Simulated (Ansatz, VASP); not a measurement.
# Two plane-wave programs on CoH3

```
Co H
1.0
     2.44865    0.00000    0.00000
    -1.22432    2.12059    0.00000
     0.00000    0.00000    5.28198
Co H
1 3
Direct
  0.00000 0.00000 0.00000
  0.00000 0.00000 0.68278
  0.00000 0.00000 0.31722
  0.00000 0.00000 0.50000
```

Alike in both runs: functional PBE; k mesh 5 × 5 × 3; occupations gaussian, width 0.15 eV; collinear spin.

Ansatz relaxed the structure, and its values are those at the end. VASP's run is a single point on that final structure, the one shown.

|  | VASP | Ansatz |
| --- | --- | --- |
| version | VASP 6.6.1 | Ansatz 0.2.0 |
| potentials or method | VASP PAW PBE potentials, release 64 (Co_sv, H), cutoff 690 eV | scalar-relativistic, plane waves, PAW |
| valence electrons in the cell | 20 | 20 |

|  | VASP | Ansatz | Ansatz less VASP |
| --- | --- | --- | --- |
| gap on the k mesh at the Fermi level (eV) | none | none | - |
| pressure (GPa) | -0.9 | -0.4 | +0.46 |
| rms of the force components (eV/Å) | 0.011 | 0.008 | -0.0023 |
| net moment per atom (μB) | 0.44 | 0.44 | +0.001 |
| size of the moment on the site where the two differ most (μB) | 1.73 | 1.54 | -0.185 |

Site moments also hang on the region over which each program counts them. A gap of «none» marks a metal or a gap that the smearing closes.

The k mesh is coarse, so the values compare programs but aren't converged.
